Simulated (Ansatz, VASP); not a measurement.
**Two plane-wave programs on BN**

```
CELL_PARAMETERS angstrom
2.54397 0.00000 0.00954
-1.27198 2.20314 -0.00477
0.01578 0.00000 4.20774
ATOMIC_POSITIONS crystal
B 0.66667 0.33333 0.99980
B 0.33333 0.66667 0.49980
N 0.66667 0.33333 0.62520
N 0.33333 0.66667 0.12520
```

Change from the starting cell: strain +0.0075 x Voigt [0, 0, 0, 0, 1, 0], atoms carried along.

Alike in both runs: task single point; functional r2SCAN; k mesh 12 × 12 × 6; occupations gaussian, width 0.05 eV; no spin polarisation.

|  | VASP | Ansatz |
| --- | --- | --- |
| version | VASP 6.6.1 | Ansatz 0.2.0 |
| potentials or method | VASP PAW PBE potentials, release 64 (B, N), cutoff 520 eV | scalar-relativistic, plane waves, PAW |
| valence electrons in the cell | 16 | 16 |

VASP gave:

- gap on the k mesh at the Fermi level (eV): 5.72
- least direct gap on the mesh (eV): 8.98
- pressure (GPa): 1.1
- traceless stress, the component that is largest in VASP (GPa): -2.64
- rms of the force components (eV/Å): 0.010

Task: Estimate Ansatz's values.

Result: gap on the k mesh at the Fermi level (eV): 5.75; least direct gap on the mesh (eV): 9.01; pressure (GPa): 0.0; traceless stress, the component that is largest in VASP (GPa): -2.64; rms of the force components (eV/Å): 0.009.

VASP's potentials were made for PBE, not for r2SCAN. Atom by atom the forces differ by 0.002 eV/Å (rms over components). With one functional, cell and mesh, what is left measures potentials, basis and numerics.
